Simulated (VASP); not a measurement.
# Sn3As (Im-3m) in VASP: further runs

The runs below take Sn3As through single point, relaxation of cell and atoms, with PBE.

Program: VASP 6.6.1. These are calculated values, not measurements. Logs are shortened: lines on timing, memory, paths and dates and some standing lists are left out, and cuts for length are marked.

### Step 1. The cell of the first run

Symmetry: Im-3m, No. 229, cubic system. The conventional cell has a = 5.752 Å, b = 5.752 Å, c = 5.752 Å, α = 90.00°, β = 90.00°, γ = 90.00°. Sn (site symmetry 4/mmm) has 4 Sn at 2.88 Å and 2 As at 2.88 Å within 3.8 Å. As (site symmetry m-3m) has 6 Sn at 2.88 Å within 3.8 Å.

### Step 2. Single point, PBE (23.78 Å³/atom)

INCAR

```
PREC = Accurate
ENCUT = 520
EDIFF = 1E-6
ISMEAR = 0
SIGMA = 0.1
LREAL = F
LASPH = T
NELM = 100
ALGO = Fast
ISIF = 2
LWAVE = F
LCHARG = F
GGA = PE
NBANDS = 32
```

KPOINTS

```
Automatic mesh
0
Gamma
  12 12 12
```

POSCAR

```
Sn3As
1.0
   -2.8758278714      2.8758278714      2.8758278714
    2.8758278714     -2.8758278714      2.8758278714
    2.8758278714      2.8758278714     -2.8758278714
Sn As
3 1
Direct
    0.0000000000      0.5000000000      0.5000000000
    0.5000000000      0.0000000000      0.5000000000
    0.5000000000      0.5000000000      0.0000000000
    0.0000000000      0.0000000000      0.0000000000
```

Potentials or basis: VASP PAW PBE potentials, release 64 (Sn_d, As).

Launch:

```console
cat potpaw_PBE.64/Sn_d/POTCAR potpaw_PBE.64/As/POTCAR > POTCAR
mpirun -np 1 vasp_std > vasp.out
```

OUTCAR:

```text
PREC = Accurate
   ENCUT = 520
   EDIFF = 1E-6
   ISMEAR = 0
   LREAL = F
   LASPH = T
   NELM = 100
   ISIF = 2
   GGA = PE

 ion  position               nearest neighbor table
   1  0.000  0.500  0.500-   2 2.88   3 2.88   4 2.88   4 2.88   3 2.88   2 2.88
   2  0.500  0.000  0.500-   1 2.88   3 2.88   4 2.88   3 2.88   4 2.88   1 2.88
   3  0.500  0.500  0.000-   1 2.88   2 2.88   4 2.88   2 2.88   1 2.88   4 2.88
   4  0.000  0.000  0.000-   1 2.88   2 2.88   3 2.88   1 2.88   2 2.88   3 2.88

  LATTYP: Found a body centered cubic cell.
 ALAT       =     5.7516557428

  Lattice vectors:

 A1 = (  -2.8758278714,   2.8758278714,   2.8758278714)
 A2 = (   2.8758278714,  -2.8758278714,   2.8758278714)
 A3 = (   2.8758278714,   2.8758278714,  -2.8758278714)

Analysis of symmetry for initial positions (statically):
=====================================================================
 Subroutine PRICEL returns:
 Original cell was already a primitive cell.

 Routine SETGRP: Setting up the symmetry group for a
 body centered cubic supercell.

 Subroutine GETGRP returns: Found 48 space group operations
 (whereof 48 operations were pure point group operations)
 out of a pool of 48 trial point group operations.

The static configuration has the point symmetry O_h .

Analysis of symmetry for dynamics (positions and initial velocities):
=====================================================================
 Subroutine PRICEL returns:
 Original cell was already a primitive cell.

 Routine SETGRP: Setting up the symmetry group for a
 body centered cubic supercell.

 Subroutine GETGRP returns: Found 48 space group operations
 (whereof 48 operations were pure point group operations)
 out of a pool of 48 trial point group operations.

The dynamic configuration has the point symmetry O_h .

 Subroutine INISYM returns: Found 48 space group operations
 (whereof 48 operations are pure point group operations),
 and found     1 'primitive' translations

----------------------------------------------------------------------------------------

                                     Primitive cell

  volume of cell :      95.1368

[... 87 lines left out ...]
   LNONCOLLINEAR =      F non collinear calculations
   LSORBIT =      F    spin-orbit coupling
   LASPH  =      T    aspherical Exc in radial PAW
   ENCUT  =  520.0 eV  38.22 Ry    6.18 a.u.   9.26  9.26  9.26*2*pi/ulx,y,z
   NELM   =    100;   NELMIN=  2; NELMDL= -5     # of ELM steps
   EDIFF  = 0.1E-05   stopping-criterion for ELM
   LREAL  =      F    real-space projection
   EDIFFG = 0.1E-04   stopping-criterion for IOM
   NSW    =      0    number of steps for IOM
   IBRION =     -1    ionic relax: 0-MD 1-quasi-New 2-CG
   NFREE  =      0    steps in history (QN), initial steepest desc. (CG)
   ISIF   =      2    stress and relaxation
   ISYM   =      2    0-nonsym 1-usesym 2-fastsym
   POTIM  = 0.5000    time-step for ionic-motion
   TEBEG  =    0.0;   TEEND  =   0.0 temperature during run
   PSTRESS=    0.0 pullay stress
   NELECT =      47.0000    total number of electrons
   NUPDOWN=      -1.0000    fix difference up-down
   EMIN   =  10.00;   EMAX   =-10.00  energy-range for DOS
   EFERMI =   0.00;   METHOD = LEGACY
   ISMEAR =     0;   SIGMA  =   0.10  broadening in eV -4-tet -1-fermi 0-gaus
   EFERMI_NEDOS =   21; number of points for ismear=-14 and -15
   IALGO  =     68    algorithm
   IMIX   =      4    mixing-type and parameters
     AMIX     =   0.40;   BMIX     =  1.00
     AMIX_MAG =   1.60;   BMIX_MAG =  1.00
  volume/ion in A,a.u.               =      23.78       160.50
  Fermi-wavevector in a.u.,A,eV,Ry     =   1.294170  2.445626 22.788061  1.674875
  Thomas-Fermi vector in A             =   2.425769
   LORBIT       =      0    0 simple, 1 ext, 2 COOP (PROOUT), +10 PAW based schemes
   GGA     = PE    functional components
   LHFCALC =     F    Hartree Fock is set to
   AEXX    =    0.0000 exact exchange contribution
   IVDW    =     0    specifies the selected vdW correction
   LEPSILON=     F    determine dielectric tensor
   LRPA    =     F    only Hartree local field effects (RPA)
 non-spin polarized calculation
 RMM-DIIS sequential band-by-band and
 Gauss-broadening in eV      SIGMA  =   0.10
  energy-cutoff  :      520.00
  volume of cell :       95.14
 maximum number of plane-waves:      2587
 NGX is ok and might be reduce to    40
   NGX = 19   NGY = 19   NGZ = 19

 number of electron      47.0000015 magnetization

 Free energy of the ion-electron system (eV)
  ---------------------------------------------------
  ext. energy  EPLUGINS =         0.00000000
  ---------------------------------------------------
  free energy    TOTEN  =       -15.69378142 eV

  energy without entropy =      -15.68550262  energy(sigma->0) =      -15.68964202

 E-fermi :   8.1386     XC(G=0): -10.5747

 val. band max:        8.1131724215   @ k =  -0.3333   0.5000   0.0833
 cond. band min:       8.1403341438   @ k =   0.5000   0.5000   0.3333
 fundamental gap:      0.0271617223
 Fermi energy:         8.1385524621

 k-point     1 :       0.0000    0.0000    0.0000
  band No.  band energies     occupation
      1     -13.6146      2.00000
      2     -13.6146      2.00000
      3     -13.4330      2.00000
      4     -13.4040      2.00000
      5     -13.4040      2.00000
      6     -13.4040      2.00000
[... 829 lines left out ...]
     31      15.2994      0.00000
     32      15.9926      0.00000

 [... further k-points ...]

------------------------ aborting loop because EDIFF is reached ----------------------------------------

  FORCE on cell =-STRESS in cart. coord.  units (eV):
  Direction    XX          YY          ZZ          XY          YZ          ZX
  --------------------------------------------------------------------------------------
  -------------------------------------------------------------------------------------
  Total        5.5123045      5.5123045      5.5123045      0.0000000      0.0000000     -0.0000000
  in kB       92.8314490     92.8314490     92.8314490      0.0000000      0.0000000     -0.0000000
  external PRESSURE =      92.8314490 kB  Pullay stress =       0.0000000 kB

 VOLUME and BASIS-vectors are now :
 -----------------------------------------------------------------------------
  energy-cutoff  :      520.00
  volume of cell :       95.14
      direct lattice vectors                 reciprocal lattice vectors
    -2.875827871  2.875827871  2.875827871     0.000000000  0.173862979  0.173862979
     2.875827871 -2.875827871  2.875827871     0.173862979  0.000000000  0.173862979
     2.875827871  2.875827871 -2.875827871     0.173862979  0.173862979  0.000000000

 POSITION                                       TOTAL-FORCE (eV/Angst)
 -----------------------------------------------------------------------------------
      2.87583      0.00000      0.00000         0.000000     -0.000000     -0.000000
      0.00000      2.87583      0.00000        -0.000000      0.000000     -0.000000
      0.00000      0.00000      2.87583        -0.000000     -0.000000      0.000000
      0.00000      0.00000      0.00000         0.000000      0.000000      0.000000
 -----------------------------------------------------------------------------------
    total drift:                               -0.000000     -0.000000      0.000000

  FREE ENERGIE OF THE ION-ELECTRON SYSTEM (eV)
  ---------------------------------------------------
  free  energy   TOTEN  =       -15.6937814176 eV

  energy  without entropy=      -15.6855026232  energy(sigma->0) =      -15.68964202
```

Run time: 8.3 min. Hardware: 1 thread of Intel Xeon 8259CL, shared host; peak memory 0.36 GiB.

Results:

```yaml
Free_energy: -15.6938 eV
Pressure: 9.3 GPa
Band_gap_on_the_k_mesh: zero (an odd number of electrons rules out a gap without spin polarisation)
```

Caveat: the cell stands under pressure; spin-orbit coupling is left out, which moves the levels of the heavy elements.

### Step 3. Single point, PBE (25.41 Å³/atom)

This run uses another cell than the first one, of 25.41 Å³/atom.

INCAR

```
ALGO     = Fast           # electronic algorithm
EDIFF    = 1E-7           # SCF threshold, eV
ENCUT    = 520            # plane-wave cutoff, eV
GGA      = PE             # functional
ISIF     = 2              # what is computed and relaxed
ISMEAR   = 0              # smearing method
LASPH    = T              # aspherical terms in the spheres
LCHARG   = T              # write CHGCAR
LELF     = T              # ELF
LREAL    = F              # projectors in reciprocal space
LVHAR    = T            
LWAVE    = F              # write WAVECAR
NBANDS   = 32             # bands
NELM     = 100            # most SCF steps
PREC     = Accurate       # precision mode
SIGMA    = 0.1            # smearing width, eV
```

KPOINTS

```
k-points
0
Gamma
  12 12 12
```

POSCAR

```
Sn3As
1.0
   -2.9397559783      2.9397559783      2.9397559783
    2.9397559783     -2.9397559783      2.9397559783
    2.9397559783      2.9397559783     -2.9397559783
Sn As
3 1
Direct
    0.0000000000      0.5000000000      0.5000000000
    0.5000000000      0.0000000000      0.5000000000
    0.5000000000      0.5000000000      0.0000000000
    0.0000000000      0.0000000000      0.0000000000
```

Potentials or basis: VASP PAW PBE potentials, release 64 (Sn_d, As).

Launch:

```console
cat potpaw_PBE.64/Sn_d/POTCAR potpaw_PBE.64/As/POTCAR > POTCAR
mpirun -np 1 vasp_std > vasp.out
```

Wall time 10 min (1 thread of Intel Xeon 8259CL, shared host); peak memory 0.37 GiB.

It converged, with:

```
Free energy            : -15.9550 eV
Pressure               : 3.8 GPa
Band gap on the k mesh : zero (an odd number of electrons rules out a gap without spin polarisation)
```

Levels at points of the mesh, in eV from the Fermi level:
```
           k point  band 20  band 21  band 22  band 23  band 24  band 25  band 26  band 27
(0.00, 0.00, 0.00)    -2.96    -2.96    -2.96    -2.29    -2.29    -2.29     2.93     2.93
(0.50, 0.00, 0.00)    -3.44    -2.96    -0.59     0.25     0.37     0.53     2.36     3.18
(0.50, 0.50, 0.50)    -5.18    -5.18    -1.02    -0.27    -0.27    -0.27     6.14     6.14
```

Caveat: the cell stands under pressure; spin-orbit coupling is left out, which moves the levels of the heavy elements.

### Step 4. Single point, PBE (26.22 Å³/atom)

This run uses another cell than the first one, of 26.22 Å³/atom.

INCAR

```
SYSTEM = Sn3As
ALGO = Fast
EDIFF = 1E-7
ENCUT = 520
GGA = PE
ISIF = 2
ISMEAR = 0
LASPH = .TRUE.
LCHARG = .FALSE.
LREAL = .FALSE.
LWAVE = .FALSE.
NBANDS = 32
NELM = 80
PREC = Accurate
SIGMA = 0.1
```

KPOINTS

```
k-points
0
G
  12 12 12
  0 0 0
```

POSCAR

```
Sn3As
1.0
   -2.9707030523      2.9707030523      2.9707030523
    2.9707030523     -2.9707030523      2.9707030523
    2.9707030523      2.9707030523     -2.9707030523
Sn As
3 1
Direct
    0.0000000000      0.5000000000      0.5000000000
    0.5000000000      0.0000000000      0.5000000000
    0.5000000000      0.5000000000      0.0000000000
    0.0000000000      0.0000000000      0.0000000000
```

Launch:

```console
cat potpaw_PBE.64/Sn_d/POTCAR potpaw_PBE.64/As/POTCAR > POTCAR
mpirun -np 1 vasp_std > vasp.out
```

It took 12 min on 1 thread of Intel Xeon 8259CL, shared host; peak memory 0.38 GiB.

The run converged. Its results:

| Quantity | Value |
| --- | --- |
| Free energy | -16.0114 eV |
| Pressure | 1.7 GPa |
| Band gap on the k mesh | zero (an odd number of electrons rules out a gap without spin polarisation) |

Levels at points of the mesh, in eV from the Fermi level:
| k point | band 21 | band 22 | band 23 | band 24 | band 25 | band 26 |
| --- | --- | --- | --- | --- | --- | --- |
| (0.00, 0.00, 0.00) | -2.83 | -2.83 | -2.20 | -2.20 | -2.20 | 3.00 |
| (0.50, 0.00, 0.00) | -2.84 | -0.56 | 0.23 | 0.39 | 0.52 | 2.29 |
| (0.50, 0.50, 0.50) | -4.98 | -1.27 | -0.25 | -0.25 | -0.25 | 6.12 |

Caveat: spin-orbit coupling is left out, which moves the levels of the heavy elements.

(Part 1 of 2 ends here.)

The gap in the log of VASP goes by the Fermi energy; the results here count the filled bands.